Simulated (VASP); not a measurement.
Set up this calculation in VASP 6.6.1, as the native input.

| Property | Result |
| --- | --- |
| Task | single point |
| Functional | PBE |
| Potentials or basis | VASP PAW PBE potentials, release 64 (Si, B) |
| Cutoff | 500 eV |
| k mesh | 4 × 4 × 4 |
| Occupations | gaussian, width 0.2 eV |
| Spin | no spin polarisation |
| Dipole correction | no |
| Further INCAR settings | ALGO = Normal; EDIFF = 1e-06; NBANDS = 21 |

The structure of Si3B4 lies in POSCAR:

```
Si3B4
1.0
    4.1996045200      0.0000000000      0.0000000000
    0.0000000000      4.1996045200      0.0000000000
    0.0000000000      0.0000000000      4.1996045200
Si B
3 4
Direct
    0.0000000000      0.0000000000      0.5000000000
    0.5000000000      0.0000000000      0.0000000000
    0.0000000000      0.5000000000      0.0000000000
    0.6562535680      0.3437464320      0.3437464320
    0.3437464320      0.6562535680      0.3437464320
    0.3437464320      0.3437464320      0.6562535680
    0.6562535680      0.6562535680      0.6562535680
```

The cell was built from a structure type or drawn by symmetry, and may not be a known phase.

These files were run (other wordings do the same):

INCAR

```
ALGO = Normal ; EDIFF = 1E-6
ENCUT = 500 ; GGA = PE
GGA_COMPAT = F ; ISIF = 2
ISMEAR = 0 ; LASPH = T
LCHARG = T ; LELF = T
LREAL = F ; LVHAR = T
LWAVE = F ; NBANDS = 21
NELM = 120 ; PREC = Accurate
SIGMA = 0.2
```

KPOINTS

```
k-points
0
Gamma
  4 4 4
```

Potentials or basis: VASP PAW PBE potentials, release 64 (Si, B).

Launch:

```sh
$ cat potpaw_PBE.64/Si/POTCAR potpaw_PBE.64/B/POTCAR > POTCAR
$ mpirun -np 1 vasp_std > vasp.out
```

It gave:

| Property | Result |
| --- | --- |
| Pressure | -0.1 GPa |
| Largest force | 0.015 eV/Å |
| Band gap on the k mesh | zero (bands 12 and 13 overlap by 3.35 eV) |

Caveat: the k points lie up to 0.37 Å⁻¹ apart, too coarse for converged energies and pressures of a metal.

Wall time 8.7 s on 1 thread of Intel(R) Xeon(R) 6975P-C (Granite Rapids), with other jobs on the host, peak memory 0.16 GiB.
